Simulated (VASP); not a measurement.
**Si8S: single point with PBE+D3(BJ)**

The system is Si8S, a slab with vacuum.

```
CELL_PARAMETERS angstrom
3.81552 0.00000 0.00000
0.00000 6.31294 0.00000
0.00000 0.00000 21.23187
ATOMIC_POSITIONS crystal
Si 0.00000 0.93690 0.18840
Si 0.00000 0.56310 0.18840
Si 0.50000 0.43690 0.24027
Si 0.50000 0.06310 0.24027
Si 0.50000 0.93327 0.34466
Si 0.50000 0.56673 0.34466
Si 0.00000 0.42663 0.38771
Si 0.00000 0.07337 0.38771
S 0.00000 0.59330 0.52901
```

| Quantity | Value |
| --- | --- |
| Program | VASP 6.6.1 |
| Task | single point |
| Functional | PBE |
| Dispersion | D3(BJ) |
| Potentials or basis | VASP PAW PBE potentials, release 64 (Si, S) |
| Cutoff | 520 eV |
| k mesh | 7 × 4 × 1 |
| Occupations | gaussian, width 0.05 eV |
| Spin | collinear spin, ferromagnetic start |
| Starting moments | [0.0, 0.0, 0.0, 0.0, 0.0, 0.0, 0.0, 0.0, 2.0] μB |
| Dipole correction | yes |
| Further INCAR settings | ALGO = Normal; EDIFF = 1e-07; NBANDS = 33 |

```json
{
 "Largest force": "1.658 eV/Å",
 "Net moment": "1.25 μB per cell",
 "Site moments": "Si +0.00, -0.03, -0.01, -0.00, -0.02, +0.01; S +0.83 μB",
 "Valence electrons inside the program's atomic spheres": "Si 1.64, 1.67, 1.70, 1.71, 1.66, 1.69; S 3.49",
 "Dispersion energy per atom": "-0.252 eV"
}
```

Forces on the atoms (eV/Å):
```
Si   0.000 -0.750  0.573
Si   0.000  0.731  0.541
Si   0.000  0.018 -0.547
Si   0.000  0.000 -0.662
Si   0.000  0.075  0.041
Si   0.000  0.070 -0.145
Si   0.000  0.846  1.426
Si   0.000 -0.649  0.237
S    0.000 -0.340 -1.464
```

Levels at points of the mesh, in eV from the Fermi level:
Spin up:
| k point | band 18 | band 19 | band 20 | band 21 | band 22 | band 23 |
| --- | --- | --- | --- | --- | --- | --- |
| (0.00, 0.00, 0.00) | -0.27 | -0.05 | 0.29 | 0.57 | 1.37 | 1.77 |
| (0.00, 0.50, 0.00) | -0.91 | -0.45 | -0.26 | 0.85 | 1.42 | 2.00 |
Spin down:
```csv
k point,band 14,band 15,band 16,band 17,band 18,band 19,band 20,band 21,band 22,band 23
"(0.00, 0.00, 0.00)",-1.01,-0.97,-0.49,-0.07,0.05,0.28,0.68,0.97,1.38,1.76
"(0.00, 0.50, 0.00)",-1.51,-1.05,-1.01,-0.99,-0.23,0.06,0.89,0.97,1.45,1.99
```

It took 16 min on 1 thread of Intel Xeon 6975P-C (shared host), peak memory 0.82 GiB.
